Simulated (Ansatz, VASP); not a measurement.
## One calculation of Pt, two programs

```
Pt
1.0
     0.00000    1.90895    2.05579
     1.90895    0.00000    2.05579
     1.90895    1.90895    0.00000
Pt
1
Cartesian
  0.0000 0.0000 0.0000
```

Change from the starting cell: strain -0.025 along x and y, +0.050 along z, atoms carried along.

Alike in both runs: task single point; functional PBE; k mesh 20 × 20 × 20; occupations gaussian, width 0.15 eV; no spin polarisation.

|  | VASP | Ansatz |
| --- | --- | --- |
| version | VASP 6.6.1 | Ansatz 0.2.0 |
| potentials or method | VASP PAW PBE potentials, release 64 (Pt), cutoff 520 eV | scalar-relativistic, plane waves, PAW |
| valence electrons in the cell | 10 | 18 |

```tsv
	VASP	Ansatz	Ansatz less VASP
gap on the k mesh at the Fermi level (eV)	none	none	-
pressure (GPa)	12.3	12.9	+0.55
traceless stress, the component that is largest in VASP (GPa)	-6.39	-6.45	-0.052
```

A gap of «none» marks a metal or a gap that the smearing closes. VASP's potentials hold 10 valence electrons a cell and Ansatz's 18, so a difference there can come from the potentials and not from the codes.

Spin-orbit coupling is off throughout.
